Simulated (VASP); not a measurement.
A run of VASP 6.6.1 is set up as follows.

The input INCAR:

```
SYSTEM = Si2Ni
PREC = Accurate ; ENCUT = 520
EDIFF = 1E-6 ; ISMEAR = 0
SIGMA = 0.15 ; LREAL = .False.
LASPH = .True. ; NELM = 80
ALGO = Normal ; ISIF = 2
LWAVE = .False. ; LCHARG = .False.
GGA = PS ; NBANDS = 16
```

File KPOINTS:

```
Automatic mesh
0
Gamma
  16 16 16
  0 0 0
```

POSCAR

```
Si2Ni
1.0
    0.0000000000      2.7209096952      2.7209096952
    2.6957048548      0.0252048404      2.6957048548
    2.6957048548      2.6957048548      0.0252048404
Si Ni
2 1
Direct
    0.2500000000      0.2500000000      0.2500000000
    0.7500000000      0.7500000000      0.7500000000
    0.0000000000      0.0000000000      0.0000000000
```

Potentials or basis: VASP PAW PBE potentials, release 64 (Si, Ni).

Launch:

```sh
$ cat potpaw_PBE.64/Si/POTCAR potpaw_PBE.64/Ni/POTCAR > POTCAR
$ mpirun -np 1 vasp_std > vasp.out
```

Problem. Estimate the largest force.

Solution. 0.140 eV/Å.

Problem. Predict the band gap on the k mesh.

Solution. Zero (bands 9 and 10 overlap by 2.14 eV).

Problem. Estimate the pressure.

Solution. 0.0 GPa.

Forces in eV/Å, atoms in the order of the input:
```
Si  -0.140  0.000  0.000
Si   0.140  0.000  0.000
Ni   0.000  0.000  0.000
```

Caveat: the cell differs from its parent crystal (strain +0.0187 x Voigt [0, 0, 0, 1, 0, 0]); the PAW data sets were made with another functional, which shifts forces and pressure a little. Spin polarisation is off, so any magnetic state and its effect on volume and gap are missing.
